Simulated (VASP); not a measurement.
Crystal: NbCuP2.

```
CELL_PARAMETERS angstrom
3.25782 0.00000 0.00000
-1.62891 2.82136 0.00000
0.00000 0.00000 6.27516
ATOMIC_POSITIONS crystal
Nb 0.33333 0.66667 0.50000
Cu 0.33333 0.66667 0.00000
P 0.00000 0.00000 0.76244
P 0.00000 0.00000 0.23756
```

```yaml
Program: VASP 6.6.1
Task: relaxation of cell and atoms
Functional: PBE
Potentials_or_basis: VASP PAW PBE potentials, release 64 (Nb_sv, Cu, P)
Cutoff: 600 eV
k_mesh: 6 × 6 × 4
Occupations: gaussian, width 0.1 eV
Spin: no spin polarisation
```

At the start: pressure 8.1 GPa; volume 14.42 Å³/atom.

**Question.** Where does the relaxation end?

**Answer.** Over 9 steps the energy falls by 197.8 meV/atom and the volume is 15.26 Å³/atom (+5.9 %); space group P-6m2 (No. 187, to 0.05 Å).

The path:
| step | energy change (eV) | largest force (eV/Å) | pressure (GPa) | volume (Å³) |
| --- | --- | --- | --- | --- |
| 1 | 0.0000 | 0.2107 | 8.14 | 57.68 |
| 2 | -0.5164 | 0.0979 | -5.99 | 63.78 |
| 3 | -0.5286 | 0.1123 | -7.57 | 64.75 |
| 4 | -0.7217 | 0.9056 | 2.64 | 60.87 |
| 5 | -0.7500 | 0.6571 | -0.49 | 61.82 |
| 6 | -0.7817 | 0.3535 | 0.09 | 61.22 |
| 7 | -0.7899 | 0.0693 | 0.79 | 60.74 |
| 8 | -0.7893 | 0.0836 | -1.22 | 61.44 |
| 9 | -0.7912 | 0.0015 | -0.14 | 61.05 |

Final structure:
```cif
data_structure
_symmetry_space_group_name_H-M 'P 1'
_symmetry_Int_Tables_number 1
_cell_length_a 3.5749
_cell_length_b 3.5749
_cell_length_c 5.5164
_cell_angle_alpha 90.000
_cell_angle_beta 90.000
_cell_angle_gamma 120.000
_cell_volume 61.05
loop_
_atom_site_label
_atom_site_type_symbol
_atom_site_fract_x
_atom_site_fract_y
_atom_site_fract_z
_atom_site_occupancy
Nb1 Nb 0.33333 0.66667 0.50000 1
Cu1 Cu 0.33333 0.66667 0.00000 1
P1 P 0.00000 0.00000 0.76969 1
P2 P 0.00000 0.00000 0.23031 1
```

Caveat: the k points lie up to 0.34 Å⁻¹ apart in the final cell.
